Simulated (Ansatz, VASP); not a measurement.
# SnSe2 in VASP and in Ansatz

File INCAR:

```
SYSTEM = SnSe2
PREC = Accurate ; ENCUT = 520
EDIFF = 1E-7 ; ISMEAR = 0
SIGMA = 0.05 ; LREAL = .FALSE.
LASPH = .TRUE. ; NELM = 80
ALGO = Normal ; ISIF = 2
LWAVE = .FALSE. ; LCHARG = .TRUE.
GGA = PS ; LELF = .TRUE.
LVHAR = .TRUE. ; NBANDS = 20
```

File KPOINTS:

```
Automatic mesh
0
G
  12 12 6
  0 0 0
```

POSCAR

```
SnSe2
1.0
    3.6995031733      0.0000000000      0.0000000000
   -1.8497515867      3.2038637295      0.0000000000
    0.0000000000      0.0000000000      6.5487343170
Sn Se
1 2
Direct
    0.0000000000      0.0000000000      0.0000000000
    0.3333333333      0.6666666667      0.2580716066
    0.6666666667      0.3333333333      0.7419283934
```

Input for Ansatz:

```yaml
crystal:
  lattice:
    - [3.6995031733, 0.0, 0.0]
    - [-1.8497515867, 3.2038637295, 0.0]
    - [0.0, 0.0, 6.548734317]
  atoms:
    - { symbol: Sn, position: [0.0, 0.0, 0.0] }
    - { symbol: Se, position: [0.3333333333, 0.6666666667, 0.2580716066] }
    - { symbol: Se, position: [0.6666666667, 0.3333333333, 0.7419283934] }
basis:
  ecutwfc: 420
kpoints:
  mp_grid: { grid: [12, 12, 6] }
hamiltonian:
  xc: pbesol
scf:
  occupations: { method: gaussian, width: 0.05 }
output:
  forces: true
  stress: true
  eigenvalues: true
```

Alike in both runs: task single point; functional PBEsol; k mesh 12 × 12 × 6; occupations gaussian, width 0.05 eV; no spin polarisation.

|  | VASP | Ansatz |
| --- | --- | --- |
| version | VASP 6.6.1 | Ansatz 0.2.0 |
| potentials or method | VASP PAW PBE potentials, release 64 (Sn_d, Se), cutoff 520 eV | scalar-relativistic, plane waves, PAW |
| valence electrons in the cell | 26 | 46 |

Ansatz gave:

| Quantity | Value |
| --- | --- |
| gap on the k mesh at the Fermi level (eV) | 0.07 |
| least direct gap on the mesh (eV) | 0.84 |
| pressure (GPa) | 0.1 |
| traceless stress, the component that is largest in VASP (GPa) | -4.75 |
| rms of the force components (eV/Å) | 0.292 |

**Question.** Estimate VASP's values.

**Answer.** gap on the k mesh at the Fermi level (eV): 0.07; least direct gap on the mesh (eV): 0.84; pressure (GPa): 0.2; traceless stress, the component that is largest in VASP (GPa): -4.72; rms of the force components (eV/Å): 0.283.

VASP's potentials were made for PBE, not for PBEsol. Atom by atom the forces differ by 0.010 eV/Å (rms over components). VASP's potentials hold 26 valence electrons a cell and Ansatz's 46, so a difference there can come from the potentials and not from the codes.
